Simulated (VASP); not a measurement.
Set up this calculation in VASP 6.6.1, as the native input.

```
Task                   : electric field gradients
Functional             : PBE
Potentials or basis    : VASP PAW PBE potentials, release 64 (Ga_d)
Cutoff                 : 520 eV
k mesh                 : 12 × 12 × 10
Occupations            : fermi-dirac, width 0.08 eV
Spin                   : no spin polarisation
Dipole correction      : no
Further INCAR settings : ALGO = Normal; EDIFF = 1e-08; NBANDS = 20
```

The structure of Ga lies in POSCAR:

```
Ga
1.0
    1.4619840145     -4.0985965649      0.0000000000
    1.4619840145      4.0985965649      0.0000000000
    0.0000000000      0.0000000000      3.1961995352
Ga
2
Direct
    0.8670000000      0.1330000000      0.2500000000
    0.1330000000      0.8670000000      0.7500000000
```

One way to write it, as run:

INCAR

```
SYSTEM = Ga
ALGO = Normal ; EDIFF = 1E-8
ENCUT = 520 ; GGA = PE
ISIF = 2 ; ISMEAR = -1
LASPH = .True. ; LCHARG = .False.
LEFG = .True. ; LREAL = .False.
LWAVE = .False. ; NBANDS = 20
NELM = 100 ; PREC = Accurate
SIGMA = 0.08
```

KPOINTS

```
k-points
0
Gamma
  12 12 10
  0 0 0
```

Potentials or basis: VASP PAW PBE potentials, release 64 (Ga_d).

Run with:

```console
$ cat potpaw_PBE.64/Ga_d/POTCAR > POTCAR
$ mpirun -np 1 vasp_std > vasp.out
```

Results of the run:

```json
{
 "Pressure": "0.5 GPa",
 "Largest force": "0.183 eV/Å",
 "Band gap on the k mesh": "zero (bands 13 and 14 overlap by 9.17 eV)",
 "Largest electric field gradient by atom": "Ga -26.2 V/Å²"
}
```

Caveat: without QUAD_EFG the Cq values of the log hold for a quadrupole moment of 1 mb, not for the nuclei.

Wall time 2.3 min on 1 thread of Intel Xeon 8259CL (shared host), peak memory 0.28 GiB.
